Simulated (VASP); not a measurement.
# Hf7SiO16 (a cell with a defect) in VASP: further runs, part 2 of 2

VASP 6.6.1. The steps go on from the part before.

### Step 3. Electric field gradients, r2SCAN

Contents of POSCAR:

```
Hf7SiO16
1.0
    0.0000000000      5.1150000000      5.1150000000
    5.1150000000      0.0000000000      5.1150000000
    5.1150000000      5.1150000000      0.0000000000
Si Hf O
1 7 16
Direct
    0.0000000000      0.0000000000      0.0000000000
    0.0000000000      0.0000000000      0.5000000000
    0.0000000000      0.5000000000      0.0000000000
    0.0000000000      0.5000000000      0.5000000000
    0.5000000000      0.0000000000      0.0000000000
    0.5000000000      0.0000000000      0.5000000000
    0.5000000000      0.5000000000      0.0000000000
    0.5000000000      0.5000000000      0.5000000000
    0.1199979839      0.1199979839      0.1199979839
    0.1199979839      0.1199979839      0.6400060484
    0.1199979839      0.6400060484      0.1199979839
    0.1214331362      0.6261889546      0.6261889546
    0.6400060484      0.1199979839      0.1199979839
    0.6261889546      0.1214331362      0.6261889546
    0.6261889546      0.6261889546      0.1214331362
    0.6261889546      0.6261889546      0.6261889546
    0.3738110454      0.3738110454      0.3738110454
    0.3738110454      0.3738110454      0.8785668638
    0.3738110454      0.8785668638      0.3738110454
    0.3599939516      0.8800020161      0.8800020161
    0.8785668638      0.3738110454      0.3738110454
    0.8800020161      0.3599939516      0.8800020161
    0.8800020161      0.8800020161      0.3599939516
    0.8800020161      0.8800020161      0.8800020161
```

Contents of INCAR.step1:

```
PREC = Accurate
ENCUT = 520
ISMEAR = -1
SIGMA = 0.01
LREAL = Auto
LASPH = T
NELM = 100
NBANDS = 103
GGA = PE
ALGO = Normal
EDIFF = 1E-4
LWAVE = T
LCHARG = F
```

Contents of INCAR.step2:

```
PREC = Accurate
ENCUT = 520
EDIFF = 1E-8
ISMEAR = -1
SIGMA = 0.01
LREAL = Auto
LASPH = T
NELM = 100
ALGO = Normal
ISIF = 2
LWAVE = F
LCHARG = F
METAGGA = R2SCAN
LMIXTAU = T
LEFG = T
NBANDS = 103
ISTART = 1
```

Contents of KPOINTS:

```
regular mesh
0
Gamma
  3 3 3
```

Potentials or basis: VASP PAW PBE potentials, release 64 (Si, Hf_pv, O).

Started as:

```console
$ cat potpaw_PBE.64/Si/POTCAR potpaw_PBE.64/Hf_pv/POTCAR potpaw_PBE.64/O/POTCAR > POTCAR
$ cp INCAR.step1 INCAR
$ mpirun -np 1 vasp_std > vasp.out
$ cp INCAR.step2 INCAR
$ mpirun -np 1 vasp_std > vasp.out
```

OUTCAR:

```text
PREC = Accurate
   ENCUT = 520
   EDIFF = 1E-8
   ISMEAR = -1
   LREAL = Auto
   LASPH = T
   NELM = 100
   ISIF = 2
   METAGGA = R2SCAN
   ISTART = 1

 ion  position               nearest neighbor table
   1  0.000  0.000  0.000-  10 2.13  11 2.13  13 2.13  20 2.13  22 2.13  23 2.13   9 2.13  24 2.13

   2  0.000  0.000  0.500-  12 2.21  14 2.21  19 2.21  21 2.21   9 2.25  24 2.25  23 2.25  10 2.25
                             4 3.62   6 3.62   3 3.62   5 3.62   3 3.62   4 3.62   8 3.62   5 3.62
   3  0.000  0.500  0.000-  12 2.21  15 2.21  18 2.21  21 2.21   9 2.25  24 2.25  22 2.25  11 2.25
                             4 3.62   7 3.62   2 3.62   4 3.62   8 3.62   2 3.62   5 3.62   5 3.62
   4  0.000  0.500  0.500-  16 2.21  17 2.21  12 2.21  21 2.21  10 2.25  11 2.25  22 2.25  23 2.25
                             8 3.62   2 3.62   3 3.62   3 3.62   7 3.62   2 3.62   6 3.62   6 3.62
   5  0.500  0.000  0.000-  14 2.21  15 2.21  18 2.21  19 2.21   9 2.25  24 2.25  20 2.25  13 2.25
                             6 3.62   7 3.62   2 3.62   6 3.62   8 3.62   3 3.62   7 3.62   8 3.62
   6  0.500  0.000  0.500-  16 2.21  17 2.21  14 2.21  19 2.21  10 2.25  13 2.25  20 2.25  23 2.25
                             8 3.62   2 3.62   5 3.62   5 3.62   7 3.62   4 3.62   7 3.62   8 3.62
   7  0.500  0.500  0.000-  16 2.21  17 2.21  15 2.21  18 2.21  11 2.25  13 2.25  20 2.25  22 2.25
                             8 3.62   3 3.62   5 3.62   4 3.62   6 3.62   8 3.62   5 3.62   6 3.62
   8  0.500  0.500  0.500-  12 2.24  14 2.24  15 2.24  18 2.24  19 2.24  21 2.24  17 2.24  16 2.24
                             7 3.62   4 3.62   6 3.62   3 3.62   5 3.62   7 3.62   2 3.62   5 3.62
   9  0.120  0.120  0.120-   1 2.13   2 2.25   3 2.25   5 2.25
  10  0.120  0.120  0.640-   1 2.13   4 2.25   6 2.25   2 2.25
  11  0.120  0.640  0.120-   1 2.13   4 2.25   7 2.25   3 2.25
  12  0.121  0.626  0.626-   2 2.21   3 2.21   4 2.21   8 2.24
  13  0.640  0.120  0.120-   1 2.13   6 2.25   7 2.25   5 2.25
  14  0.626  0.121  0.626-   2 2.21   5 2.21   6 2.21   8 2.24
[... 8 lines left out ...]
  23  0.880  0.880  0.360-   1 2.13   4 2.25   6 2.25   2 2.25
  24  0.880  0.880  0.880-   1 2.13   2 2.25   3 2.25   5 2.25

  LATTYP: Found a face centered cubic cell.
 ALAT       =    10.2300000000

  Lattice vectors:

 A1 = (   0.0000000000,   5.1150000000,   5.1150000000)
 A2 = (   5.1150000000,   0.0000000000,   5.1150000000)
 A3 = (   5.1150000000,   5.1150000000,   0.0000000000)

Analysis of symmetry for initial positions (statically):
=====================================================================
 Subroutine PRICEL returns:
 Original cell was already a primitive cell.

 Routine SETGRP: Setting up the symmetry group for a
 face centered cubic supercell.

 Subroutine GETGRP returns: Found 48 space group operations
 (whereof 48 operations were pure point group operations)
 out of a pool of 48 trial point group operations.

The static configuration has the point symmetry O_h .

Analysis of symmetry for dynamics (positions and initial velocities):
=====================================================================
 Subroutine PRICEL returns:
 Original cell was already a primitive cell.

 Routine SETGRP: Setting up the symmetry group for a
 face centered cubic supercell.

 Subroutine GETGRP returns: Found 48 space group operations
 (whereof 48 operations were pure point group operations)
 out of a pool of 48 trial point group operations.

The dynamic configuration has the point symmetry O_h .

 Subroutine INISYM returns: Found 48 space group operations
 (whereof 48 operations are pure point group operations),
[... 163 lines left out ...]
  free energy    TOTEN  =      -503.19013027 eV

  energy without entropy =     -503.19013027  energy(sigma->0) =     -503.19013027

 E-fermi :   4.2634     XC(G=0): -12.2802

 val. band max:        3.9500037137   @ k =   0.0000   0.0000   0.0000
 cond. band min:       6.0401195177   @ k =   0.0000   0.0000   0.0000
 fundamental gap:      2.0901158039
 Fermi energy:         4.2633564391

 k-point     1 :       0.0000    0.0000    0.0000
  band No.  band energies     occupation
      1     -27.7853      2.00000
      2     -27.7853      2.00000
      3     -27.7853      2.00000
      4     -27.5029      2.00000
      5     -27.3955      2.00000
      6     -27.3955      2.00000
[... 389 lines left out ...]
     96       8.9293      0.00000
     97       8.9710      0.00000
 [bands above 97 left out]

------------------------ aborting loop because EDIFF is reached ----------------------------------------

  FORCE on cell =-STRESS in cart. coord.  units (eV):
  Direction    XX          YY          ZZ          XY          YZ          ZX
  --------------------------------------------------------------------------------------
  -------------------------------------------------------------------------------------
  Total      -30.8202241    -30.8202241    -30.8202241      0.0000000     -0.0000000      0.0000000
  in kB     -184.4928184   -184.4928184   -184.4928184      0.0000000     -0.0000000      0.0000000
  external PRESSURE =    -184.4928184 kB  Pullay stress =       0.0000000 kB

 VOLUME and BASIS-vectors are now :
 -----------------------------------------------------------------------------
  energy-cutoff  :      520.00
  volume of cell :      267.65
      direct lattice vectors                 reciprocal lattice vectors
     0.000000000  5.115000000  5.115000000    -0.097751711  0.097751711  0.097751711
     5.115000000  0.000000000  5.115000000     0.097751711 -0.097751711  0.097751711
     5.115000000  5.115000000  0.000000000     0.097751711  0.097751711 -0.097751711

 POSITION                                       TOTAL-FORCE (eV/Angst)
 -----------------------------------------------------------------------------------
      0.00000      0.00000      0.00000         0.000000      0.000000      0.000000
      2.55750      2.55750      0.00000         0.000000      0.000000      0.000000
      2.55750      0.00000      2.55750         0.000000      0.000000      0.000000
      5.11500      2.55750      2.55750         0.000000      0.000000      0.000000
      0.00000      2.55750      2.55750         0.000000      0.000000      0.000000
      2.55750      5.11500      2.55750         0.000000      0.000000      0.000000
[... 16 lines left out ...]
      6.34258      6.34258      9.00242         0.070982      0.070982     -0.070982
      9.00242      9.00242      9.00242        -0.070982     -0.070982     -0.070982
 -----------------------------------------------------------------------------------
    total drift:                                0.000000      0.000000      0.000000

  FREE ENERGIE OF THE ION-ELECTRON SYSTEM (eV)
  ---------------------------------------------------
  free  energy   TOTEN  =      -503.1901302699 eV

  energy  without entropy=     -503.1901302699  energy(sigma->0) =     -503.19013027

 Electric field gradients (V/A^2)
---------------------------------------------------------------------
 ion       V_xx      V_yy      V_zz      V_xy      V_xz      V_yz
---------------------------------------------------------------------
   1      -0.000    -0.000    -0.000     0.000     0.000     0.000
   2     -16.095   -16.095    32.190    -4.340    -0.000    -0.000
   3     -16.095    32.190   -16.095    -0.000    -4.340    -0.000
   4      32.190   -16.095   -16.095    -0.000    -0.000     4.339
   5      32.190   -16.095   -16.095    -0.000    -0.000    -4.340
   6     -16.095    32.190   -16.095    -0.000     4.339    -0.000
[... 16 lines left out ...]
  23      -0.000    -0.000     0.000    23.006   -23.001   -23.001
  24       0.000     0.000    -0.000    23.005    23.005    23.005
---------------------------------------------------------------------

 Electric field gradients after diagonalization (V/A^2)
 (convention: |V_zz| > |V_xx| > |V_yy|)
----------------------------------------------------------------------
 ion       V_xx      V_yy      V_zz     asymmetry (V_yy - V_xx)/ V_zz
----------------------------------------------------------------------
   1      -0.000    -0.000     0.000       0.000
   2     -20.435   -11.755    32.190       0.270
   3     -20.435   -11.755    32.190       0.270
   4     -20.434   -11.756    32.190       0.270
   5     -20.435   -11.755    32.190       0.270
   6     -20.434   -11.756    32.190       0.270
[... 16 lines left out ...]
  23     -23.006   -22.999    46.005       0.000
  24     -23.005   -23.005    46.011       0.000
----------------------------------------------------------------------

           NMR quadrupolar parameters

 Cq : quadrupolar parameter    Cq=e*Q*V_zz/h
 eta: asymmetry parameters     (V_yy - V_xx)/ V_zz
 Q  : nuclear electric quadrupole moment in mb (millibarn)
----------------------------------------------------------------------
 ion       Cq(MHz)       eta       Q (mb)
----------------------------------------------------------------------
   1       0.000       0.000       1.000
   2       0.078       0.270       1.000
   3       0.078       0.270       1.000
   4       0.078       0.270       1.000
   5       0.078       0.270       1.000
   6       0.078       0.270       1.000
[... 16 lines left out ...]
  23       0.111       0.000       1.000
  24       0.111       0.000       1.000
----------------------------------------------------------------------
```

Wall time 34 min (1 thread of Intel Xeon 8259CL, shared host); peak memory 0.49 GiB.

Results:

| Property | Result |
| --- | --- |
| Free energy | -503.1901 eV |
| Pressure | -18.4 GPa |
| Largest force | 0.123 eV/Å |
| Band gap on the k mesh | 2.09 eV |
| Largest electric field gradient by atom | Si -0.0; Hf +32.2, -0.0 (each value once); O +46.0, +12.9 (each value once) V/Å² |

Forces in eV/Å, atoms in the order of the input:
```
Si   0.000  0.000  0.000
Hf   0.000  0.000  0.000
Hf   0.000  0.000  0.000
Hf   0.000  0.000  0.000
Hf   0.000  0.000  0.000
Hf   0.000  0.000  0.000
Hf   0.000  0.000  0.000
Hf   0.000  0.000  0.000
O    0.071  0.071  0.071
O   -0.071 -0.071  0.071
O   -0.071  0.071 -0.071
O    0.005 -0.005 -0.005
O    0.071 -0.071 -0.071
O   -0.005  0.005 -0.005
O   -0.005 -0.005  0.005
O    0.005  0.005  0.005
O   -0.005 -0.005 -0.005
O    0.005  0.005 -0.005
O    0.005 -0.005  0.005
O   -0.071  0.071  0.071
O   -0.005  0.005  0.005
O    0.071 -0.071  0.071
O    0.071  0.071 -0.071
O   -0.071 -0.071 -0.071
```

Electric field gradients, principal values (V/Å²):
```tsv
atom	least	middle	greatest (by size)
1 Si	0.000	0.000	0.000
2 Hf	-11.755	-20.435	32.190
3 Hf	-11.755	-20.435	32.190
4 Hf	-11.756	-20.434	32.190
5 Hf	-11.755	-20.435	32.190
6 Hf	-11.756	-20.434	32.190
7 Hf	-11.756	-20.434	32.190
8 Hf	0.000	0.000	-0.001
9 O	-23.005	-23.005	46.011
10 O	-22.999	-23.006	46.005
11 O	-22.999	-23.006	46.005
12 O	-6.449	-6.453	12.902
13 O	-22.999	-23.006	46.005
14 O	-6.449	-6.453	12.902
15 O	-6.449	-6.453	12.902
16 O	-6.454	-6.454	12.908
17 O	-6.454	-6.454	12.908
18 O	-6.449	-6.453	12.902
19 O	-6.449	-6.453	12.902
20 O	-22.999	-23.006	46.005
21 O	-6.449	-6.453	12.902
22 O	-22.999	-23.006	46.005
23 O	-22.999	-23.006	46.005
24 O	-23.005	-23.005	46.011
```

Caveat: without QUAD_EFG the Cq values of the log hold for a quadrupole moment of 1 mb, not for the nuclei; the PAW data sets were made with another functional, which shifts forces and pressure a little; spin-orbit coupling is left out, which moves the levels of the heavy elements.
